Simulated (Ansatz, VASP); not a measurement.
# AlN in VASP and in Ansatz

File POSCAR:

```
AlN
1.0
    0.0000000000      2.2065102685      2.2065102685
    2.2065102685      0.0000000000      2.2065102685
    2.2065102685      2.2065102685      0.0000000000
Al N
1 1
Direct
    0.0000000000      0.0000000000      0.0000000000
    0.2500000000      0.2500000000      0.2500000000
```

File INCAR.step1:

```
SYSTEM = AlN
ALGO = Normal
EDIFF = 1E-4
ENCUT = 520
GGA = PE
ISMEAR = 0
LASPH = .True.
LCHARG = .False.
LREAL = .False.
LWAVE = .True.
NBANDS = 11
NELM = 80
PREC = Accurate
SIGMA = 0.01
```

The input INCAR.step2:

```
SYSTEM = AlN
ALGO = Normal
EDIFF = 1E-6
ENCUT = 520
ISIF = 2
ISMEAR = 0
ISTART = 1
LASPH = .True.
LCHARG = .True.
LELF = .True.
LMIXTAU = .True.
LREAL = .False.
LVHAR = .True.
LWAVE = .False.
METAGGA = R2SCAN
NBANDS = 11
NELM = 80
PREC = Accurate
SIGMA = 0.01
```

Contents of KPOINTS:

```
k-points
0
Gamma
  8 8 8
  0 0 0
```

Input for Ansatz:

```yaml
crystal:
  lattice:
    - [0.0, 2.2065102685, 2.2065102685]
    - [2.2065102685, 0.0, 2.2065102685]
    - [2.2065102685, 2.2065102685, 0.0]
  atoms:
    - { symbol: Al, position: [0.0, 0.0, 0.0] }
    - { symbol: "N", position: [0.25, 0.25, 0.25] }
kpoints:
  mp_grid: { grid: [8, 8, 8] }
hamiltonian:
  xc: r2scan
scf:
  occupations: { method: fixed }
  n_extra_bands: 4
output:
  forces: true
  stress: true
  eigenvalues: true
```

Alike in both runs: task single point; functional r2SCAN; k mesh 8 × 8 × 8; no spin polarisation.

|  | VASP | Ansatz |
| --- | --- | --- |
| version | VASP 6.6.1 | Ansatz 0.2.0 |
| potentials or method | VASP PAW PBE potentials, release 64 (Al, N) | plane waves, PAW |
| plane-wave cutoff (eV) | 520 | 500 |
| occupations | gaussian, width 0.01 eV | fixed |
| valence electrons in the cell | 8 | 8 |

Ansatz gave:

- gap on the k mesh at the Fermi level (eV): 3.92
- pressure (GPa): -5.9

**Question.** Which values does VASP return?

**Answer.** gap on the k mesh at the Fermi level (eV): 3.91; pressure (GPa): -6.3.

VASP's potentials were made for PBE, not for r2SCAN.
